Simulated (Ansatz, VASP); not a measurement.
**Two plane-wave programs on KCl**

```
CELL_PARAMETERS angstrom
0.00000 -3.12070 -3.12070
-3.12070 0.00000 -3.12070
3.12070 3.12070 -6.24141
ATOMIC_POSITIONS crystal
K 0.46976 0.54365 0.49837
K 0.04000 0.95310 0.99837
Cl 0.74462 0.75179 0.75179
Cl 0.24462 0.25179 0.25179
```

Change from the starting cell: mode 4 frozen in at -0.182 Å and mode 9 at -0.022 Å (largest displacements).

Alike in both runs: task single point; functional PBEsol; k mesh 6 × 6 × 6; occupations gaussian, width 0.05 eV; no spin polarisation.

|  | VASP | Ansatz |
| --- | --- | --- |
| version | VASP 6.6.1 | Ansatz 0.2.0 |
| potentials or method | VASP PAW PBE potentials, release 64 (K_sv, Cl), cutoff 520 eV | scalar-relativistic, plane waves, PAW |
| valence electrons in the cell | 32 | 32 |

```csv
,VASP,Ansatz,Ansatz less VASP
gap on the k mesh at the Fermi level (eV),5.10,5.11,+0.004
least direct gap on the mesh (eV),5.10,5.11,+0.004
pressure (GPa),0.3,0.3,-0.05
"traceless stress, the component that is largest in VASP (GPa)",-0.28,-0.27,+0.006
rms of the force components (eV/Å),0.120,0.117,-0.0026
```

VASP's potentials were made for PBE, not for PBEsol. Atom by atom the forces differ by 0.003 eV/Å (rms over components). The functional is the same, so the differences come from potentials, cutoffs and numerics.
